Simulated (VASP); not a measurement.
A run of VASP 6.6.1:

Contents of INCAR:

```
PREC     = Accurate       # precision mode
ENCUT    = 520            # plane-wave cutoff, eV
EDIFF    = 1E-8           # SCF threshold, eV
ISMEAR   = -1             # smearing method
SIGMA    = 0.05           # smearing width, eV
LREAL    = False          # projectors in reciprocal space
LASPH    = True           # aspherical terms in the spheres
NELM     = 100            # most SCF steps
ALGO     = Normal         # electronic algorithm
ISIF     = 2              # what is computed and relaxed
LWAVE    = False          # write WAVECAR
LCHARG   = False          # write CHGCAR
GGA      = CA             # functional
LEFG     = True         
NBANDS   = 19             # bands
```

KPOINTS

```
Automatic mesh
0
Gamma
  15 15 7
```

File POSCAR:

```
Ce
1.0
    3.0994752054      0.0000000000      0.0000000000
   -1.5497376027      2.6842242663      0.0000000000
    0.0000000000      0.0000000000      5.7474207930
Ce
2
Direct
    0.3333333333      0.6666666667      0.2500000000
    0.6666666667      0.3333333333      0.7500000000
```

Potentials or basis: VASP PAW LDA potentials, release 64 (Ce).

Command:

```console
$ cat potpaw_LDA.64/Ce/POTCAR > POTCAR
$ mpirun -np 1 vasp_std > vasp.out
```

Hardware: 1 thread of Oxide Virtual Turin-like Processor, on a shared host.

Question: Estimate the wall time of this run.

Answer: It took 120 s on 1 thread of Oxide Virtual Turin-like Processor (shared host), peak memory 0.19 GiB. Counts: scf iterations 19, k points 108.
